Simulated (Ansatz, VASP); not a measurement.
# One calculation of Lu3BeH3, two programs

```
CELL_PARAMETERS angstrom
5.02943 0.00000 0.00000
0.00000 5.02943 0.00000
0.00000 0.00000 5.02943
ATOMIC_POSITIONS crystal
Lu 0.50000 0.00000 0.00000
Lu 0.00000 0.50000 0.00000
Lu 0.00000 0.00000 0.50000
Be 0.00000 0.00000 0.00000
H 0.00000 0.50000 0.50000
H 0.50000 0.00000 0.50000
H 0.50000 0.50000 0.00000
```

Alike in both runs: task relaxation of cell and atoms; functional PBE; k mesh 8 × 8 × 8; occupations gaussian, width 0.1 eV; no spin polarisation.

|  | VASP | Ansatz |
| --- | --- | --- |
| version | VASP 6.6.1 | Ansatz 0.2.0 |
| potentials or method | VASP PAW PBE potentials, release 64 (Lu, Be, H), cutoff 600 eV | scalar-relativistic, plane waves, PAW |
| valence electrons in the cell | 80 | 80 |

Ansatz gave:

| Quantity | Value |
| --- | --- |
| gap on the k mesh at the Fermi level, each at its own relaxed structure (eV) | none |
| relaxed volume (Å³/atom) | 18.07 |
| relaxed cell length with the largest relative difference (Å) | 5.020 |

Which values does VASP return?

gap on the k mesh at the Fermi level, each at its own relaxed structure (eV): none; relaxed volume (Å³/atom): 18.14; relaxed cell length with the largest relative difference (Å): 5.027.

A gap of «none» marks a metal or a gap that the smearing closes.

Spin-orbit coupling is off throughout.
